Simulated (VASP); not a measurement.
# Nb (Im-3m) in VASP: a series of runs

Nb is run at these levels: PBEsol; tasks: single point.

Everything below comes from runs of VASP 6.6.1. Logs are shortened: lines on timing, memory, paths and dates and some standing lists are left out, and cuts for length are marked.

## Step 1: The cell of the first run

The structure is cubic, space group Im-3m (No. 229). Conventional cell: a = 3.271 Å, b = 3.271 Å, c = 3.271 Å, α = 90.00°, β = 90.00°, γ = 90.00°. Nb (site symmetry m-3m) has 14 Nb at 2.83 to 3.27 Å within 3.7 Å.

## Step 2: Single point, PBEsol

Contents of INCAR:

```
  PREC = Accurate
  ENCUT = 520
  EDIFF = 1E-7
  ISMEAR = 1
  SIGMA = 0.1
  LREAL = False
  LASPH = True
  NELM = 60
  ALGO = Normal
  ISIF = 2
  LWAVE = False
  LCHARG = False
  GGA = PS
  NBANDS = 12
```

Contents of KPOINTS:

```
regular mesh
0
Gamma
  34 34 34
```

Contents of POSCAR:

```
Nb
1.0
   -1.6353117940      1.6353117940      1.6353117940
    1.6353117940     -1.6353117940      1.6353117940
    1.6353117940      1.6353117940     -1.6353117940
Nb
1
Direct
    0.0000000000      0.0000000000      0.0000000000
```

Potentials or basis: VASP PAW PBE potentials, release 64 (Nb_sv).

Launch:

```bash
$ cat potpaw_PBE.64/Nb_sv/POTCAR > POTCAR
$ mpirun -np 1 vasp_std > vasp.out
```

OUTCAR:

```text
PREC = Accurate
   ENCUT = 520
   EDIFF = 1E-7
   ISMEAR = 1
   LREAL = False
   LASPH = True
   NELM = 60
   ISIF = 2
   GGA = PS

 ion  position               nearest neighbor table
   1  0.000  0.000  0.000-

  LATTYP: Found a body centered cubic cell.
 ALAT       =     3.2706235880

  Lattice vectors:

 A1 = (  -1.6353117940,   1.6353117940,   1.6353117940)
 A2 = (   1.6353117940,  -1.6353117940,   1.6353117940)
 A3 = (   1.6353117940,   1.6353117940,  -1.6353117940)

Analysis of symmetry for initial positions (statically):
=====================================================================
 Subroutine PRICEL returns:
 Original cell was already a primitive cell.

 Routine SETGRP: Setting up the symmetry group for a
 body centered cubic supercell.

 Subroutine GETGRP returns: Found 48 space group operations
 (whereof 48 operations were pure point group operations)
 out of a pool of 48 trial point group operations.

The static configuration has the point symmetry O_h .

Analysis of symmetry for dynamics (positions and initial velocities):
=====================================================================
 Subroutine PRICEL returns:
 Original cell was already a primitive cell.

 Routine SETGRP: Setting up the symmetry group for a
 body centered cubic supercell.

 Subroutine GETGRP returns: Found 48 space group operations
 (whereof 48 operations were pure point group operations)
 out of a pool of 48 trial point group operations.

The dynamic configuration has the point symmetry O_h .

 Subroutine INISYM returns: Found 48 space group operations
 (whereof 48 operations are pure point group operations),
 and found     1 'primitive' translations

----------------------------------------------------------------------------------------

                                     Primitive cell

  volume of cell :      17.4929

  direct lattice vectors                    reciprocal lattice vectors
    -1.635311794  1.635311794  1.635311794     0.000000000  0.305752091  0.305752091
     1.635311794 -1.635311794  1.635311794     0.305752091  0.000000000  0.305752091
     1.635311794  1.635311794 -1.635311794     0.305752091  0.305752091  0.000000000

  length of vectors
     2.832443113  2.832443113  2.832443113     0.432398753  0.432398753  0.432398753

  position of ions in fractional coordinates (direct lattice)
     0.000000000  0.000000000  0.000000000

  ion indices of the primitive-cell ions
   primitive index   ion index
                 1           1

----------------------------------------------------------------------------------------

 KPOINTS: regular mesh

Automatic generation of k-mesh.
 Grid dimensions read from file:
 generate k-points for:   34   34   34

 Generating k-lattice:

  Cartesian coordinates                     Fractional coordinates (reciprocal lattice)
     0.000000000  0.008992709  0.008992709     0.029411765  0.000000000  0.000000000
     0.008992709  0.000000000  0.008992709     0.000000000  0.029411765  0.000000000
     0.008992709  0.008992709  0.000000000     0.000000000  0.000000000  0.029411765

  Length of vectors
     0.012717610  0.012717610  0.012717610

  Shift w.r.t. Gamma in fractional coordinates (k-lattice)
     0.000000000  0.000000000  0.000000000

 Subroutine IBZKPT returns following result:
 ===========================================

 Found   1059 irreducible k-points:

 Following reciprocal coordinates:
            Coordinates               Weight
  0.000000  0.000000  0.000000      1.000000
  0.029412  0.000000  0.000000     12.000000
  0.058824  0.000000  0.000000     12.000000
  0.088235  0.000000  0.000000     12.000000
  0.117647  0.000000  0.000000     12.000000
  0.147059  0.000000  0.000000     12.000000
[... 16 lines left out ...]
  0.147059  0.029412  0.000000     48.000000
  0.176471  0.029412  0.000000     48.000000
 [... further k-points ...]
   k-points           NKPTS =   1059   k-points in BZ     NKDIM =   1059   number of bands    NBANDS=     12
   number of dos      NEDOS =    301   number of ions     NIONS =      1
   total plane-waves  NPLWV =  13824
   dimension x,y,z NGX =    24 NGY =   24 NGZ =   24
   dimension x,y,z NGXF=    48 NGYF=   48 NGZF=   48
   ions per type =               1
   NGX,Y,Z   is equivalent  to a cutoff of  14.09, 14.09, 14.09 a.u.
   NGXF,Y,Z  is equivalent  to a cutoff of  28.17, 28.17, 28.17 a.u.
 SYSTEM =  unknown system
   PREC   = accura    normal or accurate (medium, high low for compatibility)
   ISTART =      0    job   : 0-new  1-cont  2-samecut
   ICHARG =      2    charge: 1-file 2-atom 10-const
   ISPIN  =      1    spin polarized calculation?
   LNONCOLLINEAR =      F non collinear calculations
   LSORBIT =      F    spin-orbit coupling
   LASPH  =      T    aspherical Exc in radial PAW
   ENCUT  =  520.0 eV  38.22 Ry    6.18 a.u.   5.27  5.27  5.27*2*pi/ulx,y,z
   NELM   =     60;   NELMIN=  2; NELMDL= -5     # of ELM steps
   EDIFF  = 0.1E-06   stopping-criterion for ELM
   LREAL  =      F    real-space projection
   EDIFFG = 0.1E-05   stopping-criterion for IOM
   NSW    =      0    number of steps for IOM
   IBRION =     -1    ionic relax: 0-MD 1-quasi-New 2-CG
   NFREE  =      0    steps in history (QN), initial steepest desc. (CG)
   ISIF   =      2    stress and relaxation
   ISYM   =      2    0-nonsym 1-usesym 2-fastsym
   POTIM  = 0.5000    time-step for ionic-motion
   TEBEG  =    0.0;   TEEND  =   0.0 temperature during run
   PSTRESS=    0.0 pullay stress
   NELECT =      13.0000    total number of electrons
   NUPDOWN=      -1.0000    fix difference up-down
   EMIN   =  10.00;   EMAX   =-10.00  energy-range for DOS
   EFERMI =   0.00;   METHOD = LEGACY
   ISMEAR =     1;   SIGMA  =   0.10  broadening in eV -4-tet -1-fermi 0-gaus
   EFERMI_NEDOS =   21; number of points for ismear=-14 and -15
   IALGO  =     38    algorithm
   IMIX   =      4    mixing-type and parameters
     AMIX     =   0.40;   BMIX     =  1.00
     AMIX_MAG =   1.60;   BMIX_MAG =  1.00
  volume/ion in A,a.u.               =      17.49       118.05
  Fermi-wavevector in a.u.,A,eV,Ry     =   1.482866  2.802211 29.917756  2.198893
  Thomas-Fermi vector in A             =   2.596599
   LORBIT       =      0    0 simple, 1 ext, 2 COOP (PROOUT), +10 PAW based schemes
   GGA     = PS    functional components
   LHFCALC =     F    Hartree Fock is set to
   AEXX    =    0.0000 exact exchange contribution
   IVDW    =     0    specifies the selected vdW correction
   LEPSILON=     F    determine dielectric tensor
   LRPA    =     F    only Hartree local field effects (RPA)
 non-spin polarized calculation
 Methfessel and Paxton  Order N= 1 SIGMA  =   0.10
  energy-cutoff  :      520.00
  volume of cell :       17.49
 maximum number of plane-waves:       481
 NGX is ok and might be reduce to    24
   NGX = 11   NGY = 11   NGZ = 11

 number of electron      13.0000001 magnetization

 Free energy of the ion-electron system (eV)
  ---------------------------------------------------
  ext. energy  EPLUGINS =         0.00000000
  ---------------------------------------------------
  free energy    TOTEN  =       -10.95317563 eV

  energy without entropy =      -10.95342998  energy(sigma->0) =      -10.95326041

 E-fermi :  11.4461     XC(G=0): -12.7817

 val. band max:       11.4457605843   @ k =  -0.2647   0.3824   0.1176
 cond. band min:      11.4491347931   @ k =  -0.4118  -0.4412   0.2059
 fundamental gap:      0.0033742089
 Fermi energy:        11.4460700680

 k-point     1 :       0.0000    0.0000    0.0000
  band No.  band energies     occupation
      1     -42.7780      2.00000
      2     -18.0271      2.00000
      3     -18.0271      2.00000
      4     -18.0271      2.00000
      5       5.4313      2.00000
      6      11.8125     -0.00000
      7      11.8125     -0.00000
      8      11.8125     -0.00000
      9      14.8214      0.00000
     10      14.8214      0.00000
     11      25.7478      0.00000
     12      25.7478      0.00000

 k-point     2 :       0.0294    0.0000    0.0000
  band No.  band energies     occupation
      1     -42.7757      2.00000
      2     -18.0410      2.00000
      3     -18.0313      2.00000
      4     -18.0272      2.00000
      5       5.4689      2.00000
      6      11.7888     -0.00001
      7      11.8076     -0.00000
      8      11.8483     -0.00000
      9      14.7821      0.00000
     10      14.8212      0.00000
     11      25.7818      0.00000
     12      25.8230      0.00000

 k-point     3 :       0.0588    0.0000    0.0000
  band No.  band energies     occupation
      1     -42.7689      2.00000
      2     -18.0821      2.00000
      3     -18.0437      2.00000
      4     -18.0276      2.00000
      5       5.5803      2.00000
      6      11.7194     -0.00077
      7      11.7909     -0.00001
      8      11.9553     -0.00000
      9      14.6747      0.00000
     10      14.8211      0.00000
     11      25.8737      0.00000
     12      26.0052      0.00000

 k-point     4 :       0.0882    0.0000    0.0000
  band No.  band energies     occupation
      1     -42.7577      2.00000
      2     -18.1486      2.00000
      3     -18.0637      2.00000
      4     -18.0282      2.00000
      5       5.7610      2.00000
      6      11.6091     -0.04332
      7      11.7562     -0.00010
      8      12.1324     -0.00000
      9      14.5272      0.00000
     10      14.8227      0.00000
     11      26.0144      0.00000
     12      26.3199      0.00000

 k-point     5 :       0.1176    0.0000    0.0000
  band No.  band energies     occupation
      1     -42.7425      2.00000
      2     -18.2377      2.00000
      3     -18.0908      2.00000
      4     -18.0291      2.00000
      5       6.0034      2.00000
      6      11.4650      0.68554
      7      11.6967     -0.00225
      8      12.3776     -0.00000
      9      14.3767      0.00000
     10      14.8285      0.00000
     11      26.1780      0.00000
     12      26.7493      0.00000
[... 228 lines left out ...]
      1     -42.7489      2.00000
      2     -18.2008      2.00000
      3     -18.0739      2.00000
      4     -18.0334      2.00000
      5       5.9015      2.00000
      6      11.5419     -0.04045
      7      11.6973     -0.00219
      8      12.2839     -0.00000
      9      14.4205      0.00000
     10      14.8377      0.00000
     11      26.1168      0.00000
     12      26.5811      0.00000

 k-point    22 :       0.1176    0.0294   -0.0000
  band No.  band energies     occupation
      1     -42.7320      2.00000
      2     -18.2988      2.00000
      3     -18.1043      2.00000
      4     -18.0345      2.00000
      5       6.1698      2.00000
      6      11.3835      1.86270
      7      11.6236     -0.03079
      8      12.5640     -0.00000
      9      14.2801      0.00000
     10      14.8537      0.00000
     11      26.2874      0.00000
     12      27.0421      0.00000

 k-point    23 :       0.1471    0.0294    0.0000
  band No.  band energies     occupation
      1     -42.7119      2.00000
      2     -18.4132      2.00000
      3     -18.1403      2.00000
      4     -18.0357      2.00000
      5       6.4808      2.00000
      6      11.2042      2.00331
      7      11.5246      0.02740
      8      12.9078     -0.00000
      9      14.1845      0.00000
     10      14.8782      0.00000
     11      26.4154      0.00000
     12      27.5928      0.00000

 k-point    24 :       0.1765    0.0294    0.0000
  band No.  band energies     occupation
      1     -42.6892      2.00000
      2     -18.5398      2.00000
      3     -18.1804      2.00000
      4     -18.0370      2.00000
      5       6.8147      2.00000
      6      11.0129      2.00000
      7      11.4158      1.48720
      8      13.3109     -0.00000
      9      14.1494      0.00000
     10      14.9130      0.00000
     11      26.4382      0.00000
     12      27.9566      0.00000

 [... further k-points ...]

------------------------ aborting loop because EDIFF is reached ----------------------------------------

  FORCE on cell =-STRESS in cart. coord.  units (eV):
  Direction    XX          YY          ZZ          XY          YZ          ZX
  --------------------------------------------------------------------------------------
  -------------------------------------------------------------------------------------
  Total       -0.0175641     -0.0175641     -0.0175641      0.0000000      0.0000000      0.0000000
  in kB       -1.6086989     -1.6086989     -1.6086989      0.0000000      0.0000000      0.0000000
  external PRESSURE =      -1.6086989 kB  Pullay stress =       0.0000000 kB

 VOLUME and BASIS-vectors are now :
 -----------------------------------------------------------------------------
  energy-cutoff  :      520.00
  volume of cell :       17.49
      direct lattice vectors                 reciprocal lattice vectors
    -1.635311794  1.635311794  1.635311794     0.000000000  0.305752091  0.305752091
     1.635311794 -1.635311794  1.635311794     0.305752091  0.000000000  0.305752091
     1.635311794  1.635311794 -1.635311794     0.305752091  0.305752091  0.000000000

 POSITION                                       TOTAL-FORCE (eV/Angst)
 -----------------------------------------------------------------------------------
      0.00000      0.00000      0.00000        -0.000000      0.000000      0.000000
 -----------------------------------------------------------------------------------
    total drift:                               -0.000000      0.000000      0.000000

  FREE ENERGIE OF THE ION-ELECTRON SYSTEM (eV)
  ---------------------------------------------------
  free  energy   TOTEN  =       -10.9531756258 eV

  energy  without entropy=      -10.9534299848  energy(sigma->0) =      -10.95326041
```

It took 2.4 min on 1 thread of AMD EPYC 9R45 (Zen 5), shared host; peak memory 0.29 GiB.

What came out:

- Free energy: -10.9532 eV
- Pressure: -0.2 GPa
- Band gap on the k mesh: zero (an odd number of electrons rules out a gap without spin polarisation)

Caveat: the PAW data sets were made with another functional, which shifts forces and pressure a little.

## Step 3: Single point, PBEsol

Contents of INCAR:

```
SYSTEM = Nb
  PREC = Accurate
  ENCUT = 520
  EDIFF = 1E-6
  ISMEAR = 1
  SIGMA = 0.1
  LREAL = .FALSE.
  LASPH = .TRUE.
  NELM = 60
  ALGO = Normal
  ISIF = 2
  LWAVE = .FALSE.
  LCHARG = .FALSE.
  GGA = PS
  NBANDS = 12
```

Contents of KPOINTS:

```
regular mesh
0
G
  34 34 34
  0 0 0
```

POSCAR is that of step 2.

Potentials or basis: VASP PAW PBE potentials, release 64 (Nb_sv).

Launch:

```bash
$ cat potpaw_PBE.64/Nb_sv/POTCAR > POTCAR
$ mpirun -np 1 vasp_std > vasp.out
```

Run time: 2.1 min. Hardware: 1 thread of AMD EPYC 9R45 (Zen 5), shared host; peak memory 0.29 GiB.

Results (log left out):

```yaml
Free_energy: -10.9532 eV
Pressure: -0.2 GPa
Band_gap_on_the_k_mesh: zero (an odd number of electrons rules out a gap without spin polarisation)
```

Levels at points of the mesh, in eV from the Fermi level:
```
           k point  band 5  band 6  band 7  band 8  band 9  band 10
(0.00, 0.00, 0.00)   -6.01    0.37    0.37    0.37    3.38     3.38
(0.50, 0.00, 0.00)   -3.85   -1.74    2.44    3.43    4.14     6.67
(0.50, 0.50, 0.50)   -3.90   -3.90    5.85    5.85    5.85     9.31
```

Caveat: the PAW data sets were made with another functional, which shifts forces and pressure a little.

(Part 1 of 2 ends here.)
